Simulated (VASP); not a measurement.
# BAs (P6_3/mmc) in VASP: settings compared, part 2 of 2

VASP 6.6.1. Earlier steps stand in the parts before.

## (3) Single point, PBE (uniaxial z strain +1.6%)

Contents of INCAR:

```
SYSTEM = BAs
PREC = Accurate ; ENCUT = 560
EDIFF = 1E-6 ; ISMEAR = -1
SIGMA = 0.02 ; LREAL = .False.
LASPH = .True. ; NELM = 120
ALGO = Normal ; ISIF = 2
LWAVE = .False. ; LCHARG = .False.
GGA = PE ; NBANDS = 26
GGA_COMPAT = .False.
```

Contents of KPOINTS:

```
regular mesh
0
Gamma
  12 12 4
  0 0 0
```

Contents of POSCAR:

```
BAs
1.0
    3.3658574079      0.0000000000      0.0000000000
   -1.6829287039      2.9149180208      0.0000000000
    0.0000000000      0.0000000000      8.8836262219
B As
2 2
Direct
    0.3333333333      0.6666666667      0.2500000000
    0.6666666667      0.3333333333      0.7500000000
    0.6666666667      0.3333333333      0.2500000000
    0.3333333333      0.6666666667      0.7500000000
```

Potentials or basis: VASP PAW PBE potentials, release 64 (B, As_d).

Command:

```sh
cat potpaw_PBE.64/B/POTCAR potpaw_PBE.64/As_d/POTCAR > POTCAR
mpirun -np 1 vasp_std > vasp.out
```

OUTCAR:

```text
SYSTEM = BAs
   PREC = Accurate
   ENCUT = 560
   EDIFF = 1E-6
   ISMEAR = -1
   LREAL = .False.
   LASPH = .True.
   NELM = 120
   ISIF = 2
   GGA = PE

 ion  position               nearest neighbor table
   1  0.333  0.667  0.250-   3 1.94   3 1.94   3 1.94
   2  0.667  0.333  0.750-   4 1.94   4 1.94   4 1.94
   3  0.667  0.333  0.250-   1 1.94   1 1.94   1 1.94
   4  0.333  0.667  0.750-   2 1.94   2 1.94   2 1.94

  LATTYP: Found a hexagonal cell.
 ALAT       =     3.3658574079
 C/A-ratio  =     2.6393352853
[... 895 lines left out ...]
  Direction    XX          YY          ZZ          XY          YZ          ZX
  --------------------------------------------------------------------------------------
  -------------------------------------------------------------------------------------
  Total        0.9268223      0.9268223      0.2809240      0.0000000     -0.0000000      0.0000000
  in kB       17.0370619     17.0370619      5.1640102      0.0000000     -0.0000000      0.0000000
  external PRESSURE =      13.0793780 kB  Pullay stress =       0.0000000 kB

 VOLUME and BASIS-vectors are now :
 -----------------------------------------------------------------------------
  energy-cutoff  :      560.00
  volume of cell :       87.16
      direct lattice vectors                 reciprocal lattice vectors
     3.365857408  0.000000000  0.000000000     0.297101118  0.171531411  0.000000000
    -1.682928704  2.914918021  0.000000000     0.000000000  0.343062821  0.000000000
     0.000000000  0.000000000  8.883626222     0.000000000  0.000000000  0.112566645

 POSITION                                       TOTAL-FORCE (eV/Angst)
 -----------------------------------------------------------------------------------
     -0.00000      1.94328      2.22091        -0.000000     -0.000000      0.000000
      1.68293      0.97164      6.66272         0.000000      0.000000      0.000000
      1.68293      0.97164      2.22091        -0.000000      0.000000      0.000000
     -0.00000      1.94328      6.66272         0.000000     -0.000000      0.000000
 -----------------------------------------------------------------------------------
    total drift:                               -0.000000      0.000000     -0.000000

  FREE ENERGIE OF THE ION-ELECTRON SYSTEM (eV)
  ---------------------------------------------------
  free  energy   TOTEN  =       -21.3792479106 eV

  energy  without entropy=      -21.3792479105  energy(sigma->0) =      -21.37924791
```

stdout:

```text
POSCAR found type information on POSCAR B As
 POSCAR found :  2 types and       4 ions
 scaLAPACK will be used
 LDA part: xc-table for (Slater+PW92), standard interpolation
 POSCAR, INCAR and KPOINTS ok, starting setup
 FFT: planning ... GRIDC
 FFT: planning ... GRID_SOFT
 FFT: planning ... GRID
 WAVECAR not read
 entering main loop
```

Wall time 3.1 min (1 thread of AMD EPYC 7R43 (Zen 3), shared host); peak memory 0.24 GiB.

Results:

```yaml
Free_energy: -21.3792 eV
Pressure: 1.3 GPa
Band_gap_on_the_k_mesh: 0.74 eV
```

Levels at points of the mesh, in eV from the valence-band top:
```
           k point  band 16  band 17  band 18  band 19  band 20  band 21
(0.00, 0.00, 0.00)    -1.51    -1.48    -1.48     3.31     3.89     4.07
(0.50, 0.00, 0.00)    -3.57    -1.45    -0.63     0.99     1.99     2.50
(0.00, 0.00, 0.50)    -1.50    -1.50    -1.50     3.95     3.95     4.90
(0.50, 0.00, 0.50)    -3.59    -1.06    -1.06     1.43     1.43     2.58
```

Caveat: the cell differs from its parent crystal (uniaxial z strain +1.6%); semilocal functionals underestimate gaps, and a narrow one can read as zero; this functional lacks dispersion, which binds layers or chains, so the pressure and a relaxed spacing across them are unreliable.

## (4) Single point, r2SCAN (strain -1.2%)

Contents of POSCAR:

```
BAs
1.0
    3.3244573618      0.0000000000      0.0000000000
   -1.6622286809      2.8790645291      0.0000000000
    0.0000000000      0.0000000000      8.6370288605
B As
2 2
Direct
    0.3333333333      0.6666666667      0.2500000000
    0.6666666667      0.3333333333      0.7500000000
    0.6666666667      0.3333333333      0.2500000000
    0.3333333333      0.6666666667      0.7500000000
```

Contents of INCAR.step1:

```
SYSTEM = BAs
ALGO = Normal
EDIFF = 1E-5
ENCUT = 620
GGA = PE
GGA_COMPAT = .FALSE.
ISMEAR = 0
LASPH = .TRUE.
LCHARG = .FALSE.
LREAL = .FALSE.
LWAVE = .TRUE.
NBANDS = 26
NELM = 120
PREC = Accurate
SIGMA = 0.01
```

Contents of INCAR.step2:

```
SYSTEM = BAs
ALGO = Normal
EDIFF = 1E-6
ENCUT = 620
GGA_COMPAT = .FALSE.
ISIF = 2
ISMEAR = 0
ISTART = 1
LASPH = .TRUE.
LCHARG = .FALSE.
LMIXTAU = .TRUE.
LREAL = .FALSE.
LWAVE = .FALSE.
METAGGA = R2SCAN
NBANDS = 26
NELM = 120
PREC = Accurate
SIGMA = 0.01
```

Contents of KPOINTS:

```
k-points
0
G
  12 12 4
  0 0 0
```

Command:

```sh
cat potpaw_PBE.64/B/POTCAR potpaw_PBE.64/As_d/POTCAR > POTCAR
cp INCAR.step1 INCAR
mpirun -np 1 vasp_std > vasp.out
cp INCAR.step2 INCAR
mpirun -np 1 vasp_std > vasp.out
```

It took 8.8 min on 1 thread of AMD EPYC 7R13 (Zen 3), shared host; peak memory 0.28 GiB.

It converged, with:

- Free energy: -42.9139 eV
- Pressure: 3.6 GPa
- Band gap on the k mesh: 0.94 eV

Stress tensor (GPa, compression positive):
```
5.36 0.00 0.00
0.00 5.36 0.00
0.00 0.00 0.02
```

Levels at points of the mesh, in eV from the valence-band top:
```
           k point  band 14  band 15  band 16  band 17  band 18  band 19  band 20  band 21  band 22  band 23
(0.00, 0.00, 0.00)    -3.63    -1.49    -1.49    -1.46    -1.46     3.56     4.77     5.05     5.31     5.31
(0.50, 0.00, 0.00)    -8.78    -3.81    -3.76    -1.58    -0.60     1.10     2.33     2.96     3.17     7.61
(0.00, 0.00, 0.50)    -4.32    -1.48    -1.48    -1.48    -1.48     4.80     4.80     5.35     5.35     5.35
(0.50, 0.00, 0.50)    -8.81    -3.78    -3.78    -1.12    -1.12     1.62     1.62     3.06     3.06     8.62
```

Caveat: the cell differs from its parent crystal (strain -1.2%); the stress differs along the axes, from 0 to 5 GPa; the PAW data sets were made with another functional, which shifts forces and pressure a little.

## (5) Overview

| level | cell | cutoff (eV) | smearing | gap on the mesh (eV) | pressure (GPa) |
| --- | --- | --- | --- | --- | --- |
| PBE | a = 3.324, b = 3.324, c = 8.637 Å, angles 90.0, 90.0, 120.0°, 4 atoms | 560 | fermi-dirac 0.02 eV | 0.71 | 4.8 |
| PBE | a = 3.366, b = 3.366, c = 8.884 Å, angles 90.0, 90.0, 120.0°, 4 atoms | 560 | fermi-dirac 0.02 eV | 0.74 | 1.3 |
| r2SCAN | a = 3.324, b = 3.324, c = 8.637 Å, angles 90.0, 90.0, 120.0°, 4 atoms | 620 | gaussian 0.01 eV | 0.94 | 3.6 |

Alike in all rows: task single point; potentials or basis VASP PAW PBE potentials, release 64 (B, As_d); no spin polarisation; k mesh 12 × 12 × 4.

Caveats: semilocal functionals underestimate gaps, and a narrow one can read as zero (at least some runs); this functional lacks dispersion, which binds layers or chains, so the pressure and a relaxed spacing across them are unreliable (at least some runs); the stress differs along the axes, from 1 to 7 GPa (at least some runs); the stress differs along the axes, from 0 to 5 GPa (at least some runs); the PAW data sets were made with another functional, which shifts forces and pressure a little (at least some runs).

Absolute energies hang on the potentials; compare differences alone.
